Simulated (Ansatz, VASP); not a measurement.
# Sc in VASP and in Ansatz

```xyz
8
Lattice="6.1332 0.0000 0.0000 0.0000 6.1332 0.0000 0.0000 0.0000 5.3113" Properties=species:S:1:pos:R:3 pbc="T T T"
Sc    2.6995    4.5771    0.0000
Sc    3.4338    1.5562    0.0000
Sc    4.5771    3.4338    2.6556
Sc    1.5562    2.6995    2.6556
Sc    5.7661    4.6228    0.0000
Sc    0.3671    1.5105    0.0000
Sc    4.6228    0.3671    2.6556
Sc    1.5105    5.7661    2.6556
```

Alike in both runs: task single point; functional PBE; k mesh 4 × 4 × 4; occupations gaussian, width 0.1 eV; no spin polarisation.

|  | VASP | Ansatz |
| --- | --- | --- |
| version | VASP 6.6.1 | Ansatz 0.2.0 |
| potentials or method | VASP PAW PBE potentials, release 64 (Sc_sv), cutoff 520 eV | scalar-relativistic, plane waves, PAW |
| valence electrons in the cell | 88 | 88 |

|  | VASP | Ansatz | Ansatz less VASP |
| --- | --- | --- | --- |
| gap on the k mesh at the Fermi level (eV) | none | none | - |
| pressure (GPa) | -0.4 | -0.4 | -0.03 |
| traceless stress, the component that is largest in VASP (GPa) | -1.49 | -1.47 | +0.013 |
| rms of the force components (eV/Å) | 0.056 | 0.056 | -0.0002 |

Atom by atom the forces differ by 0.000 eV/Å (rms over components). A gap of «none» marks a metal or a gap that the smearing closes.
